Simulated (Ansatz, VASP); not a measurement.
Two plane-wave programs on Hg

```
CELL_PARAMETERS angstrom
3.09361 0.00000 0.00000
0.00000 3.09361 0.00000
0.00000 0.00000 3.09361
ATOMIC_POSITIONS crystal
Hg 0.00000 0.00000 0.00000
```

Alike in both runs: functional PBE; k mesh 12 × 12 × 12; occupations fermi-dirac, width 0.05 eV; no spin polarisation.

Ansatz relaxed the structure, and its values are those at the end. VASP's run is a single point on that final structure, the one shown.

|  | VASP | Ansatz |
| --- | --- | --- |
| version | VASP 6.6.1 | Ansatz 0.2.0 |
| potentials or method | VASP PAW PBE potentials, release 64 (Hg) | PAW with Ansatz's default frozen-core files, scalar-relativistic |
| plane-wave cutoff (eV) | 520 | 420 |
| valence electrons in the cell | 12 | 20 |

|  | VASP | Ansatz | Ansatz less VASP |
| --- | --- | --- | --- |
| pressure (GPa) | 0.1 | 0.0 | -0.18 |

The functional is the same, so the differences come from potentials, cutoffs and numerics. VASP's potentials hold 12 valence electrons a cell and Ansatz's 20, so a difference there can come from the potentials and not from the codes.

Spin-orbit coupling is off throughout.
